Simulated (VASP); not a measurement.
**Ga27As26P (a cell with a defect): single point with PBE**

Ga27As26P (a cell with a defect):

```
Ga P As
1.0
     0.00000    8.48055    8.48055
     8.48055    0.00000    8.48055
     8.48055    8.48055    0.00000
Ga P As
27 1 26
Direct
  0.00221 0.00195 0.00208
  0.00209 0.00197 0.32741
  0.00003 0.99989 0.66683
  0.00210 0.32717 0.00207
  0.00023 0.33321 0.33326
  0.00028 0.33319 0.66669
  0.00005 0.66667 0.00000
  0.00027 0.66666 0.33328
  0.99999 0.66664 0.66682
  0.32732 0.00199 0.00210
  0.33328 0.00018 0.33328
  0.33333 0.00017 0.66667
  0.33326 0.33319 0.00025
  0.33340 0.33332 0.33332
  0.33328 0.33319 0.66669
  0.33333 0.66663 0.00025
  0.33329 0.66664 0.33330
  0.33366 0.66653 0.66663
  0.66679 0.99993 0.00003
  0.66679 0.00018 0.33325
  0.66673 0.99993 0.66682
  0.66678 0.33314 0.00026
  0.66675 0.33317 0.33327
  0.66663 0.33354 0.66664
  0.66676 0.66667 0.00002
  0.66667 0.66658 0.33357
  0.66666 0.66654 0.66662
  0.08342 0.08325 0.08348
  0.08327 0.08319 0.41583
  0.08332 0.08316 0.75125
  0.08325 0.41567 0.08324
  0.08344 0.41663 0.41666
  0.08327 0.41565 0.75125
  0.08332 0.75114 0.08326
  0.08327 0.75115 0.41582
  0.08356 0.74989 0.75001
  0.41579 0.08317 0.08326
  0.41676 0.08336 0.41665
  0.41575 0.08317 0.75128
  0.41676 0.41661 0.08337
  0.41672 0.41661 0.41667
  0.41665 0.41656 0.75010
  0.41577 0.75117 0.08328
  0.41668 0.75004 0.41665
  0.41668 0.75002 0.75010
  0.75139 0.08313 0.08323
  0.75127 0.08315 0.41582
  0.75002 0.08344 0.75004
  0.75129 0.41566 0.08325
  0.75008 0.41660 0.41665
  0.75013 0.41655 0.75010
  0.75004 0.74992 0.08349
  0.75013 0.75003 0.41664
  0.74998 0.74991 0.75002
```

```yaml
Program: VASP 6.6.1
Task: single point
Functional: PBE
Potentials_or_basis: VASP PAW PBE potentials, release 64 (Ga_d, P, As)
Cutoff: 520 eV
k_mesh: 1 × 1 × 1
Occupations: gaussian, width 0.05 eV
Spin: collinear spin, zero start
Dipole_correction: no
Further_INCAR_settings: LREAL = Auto; ALGO = Normal; EDIFF = 1e-07; NBANDS = 280
```

- Pressure: 4.3 GPa
- Largest force: 0.016 eV/Å
- Band gap on the k mesh: 0.51 eV
- Net moment: 0.00 μB per cell
- Valence electrons inside the program's atomic spheres: Ga 11.66, 11.67; P 2.55; As 2.87

Forces on the atoms (eV/Å):
```
Ga   0.008  0.006  0.007
Ga  -0.008 -0.009  0.008
Ga   0.000 -0.001  0.000
Ga  -0.007  0.008 -0.007
Ga   0.001  0.001  0.000
Ga   0.000  0.000  0.000
Ga   0.000  0.000  0.000
Ga  -0.001  0.000 -0.001
Ga   0.000  0.000  0.001
Ga   0.007 -0.007 -0.007
Ga   0.000  0.001  0.000
Ga   0.000  0.001  0.000
Ga  -0.001  0.000  0.001
Ga   0.000  0.001  0.000
Ga   0.000  0.001  0.000
Ga  -0.001 -0.001  0.001
Ga  -0.001  0.000  0.000
Ga   0.001 -0.001  0.000
Ga  -0.001  0.000  0.000
Ga   0.000  0.000 -0.001
Ga  -0.001  0.001  0.001
Ga   0.000 -0.001  0.001
Ga   0.001  0.000  0.000
Ga  -0.001  0.001 -0.001
Ga   0.000  0.001  0.001
Ga   0.000  0.000  0.000
Ga   0.001  0.001  0.001
P   -0.001 -0.003  0.001
As  -0.012 -0.010 -0.003
As   0.009  0.013 -0.001
As  -0.010  0.000 -0.010
As   0.001 -0.002 -0.001
As   0.001  0.012 -0.010
As   0.010 -0.002  0.011
As   0.004 -0.008  0.012
As   0.002 -0.004 -0.001
As  -0.002 -0.009 -0.011
As  -0.001 -0.001 -0.002
As   0.011  0.005 -0.010
As   0.001 -0.001 -0.001
As   0.001  0.000  0.001
As   0.000 -0.001  0.002
As   0.013 -0.008  0.002
As  -0.001  0.000 -0.001
As  -0.002 -0.002 -0.001
As  -0.001  0.010  0.008
As  -0.009  0.006  0.011
As  -0.002 -0.002 -0.001
As  -0.008  0.011  0.002
As   0.000  0.000  0.000
As   0.000 -0.003  0.000
As  -0.001 -0.003  0.000
As   0.000 -0.001 -0.002
As   0.000 -0.001  0.002
```

Levels at points of the mesh, in eV from the valence-band top:
Spin up:
```
           k point  band 240  band 241  band 242  band 243  band 244  band 245  band 246  band 247
(0.00, 0.00, 0.00)     -0.90      0.00      0.00      0.00      0.51      1.15      1.15      1.15
```
Spin down:
```csv
k point,band 240,band 241,band 242,band 243,band 244,band 245,band 246,band 247
"(0.00, 0.00, 0.00)",-0.90,0.00,0.00,0.00,0.51,1.15,1.15,1.15
```

Run time: 33 min on 1 thread of Intel(R) Xeon(R) Platinum 8488C (Sapphire Rapids) (shared host), peak memory 1.9 GiB.

Caveat: the k points lie up to 0.64 Å⁻¹ apart.
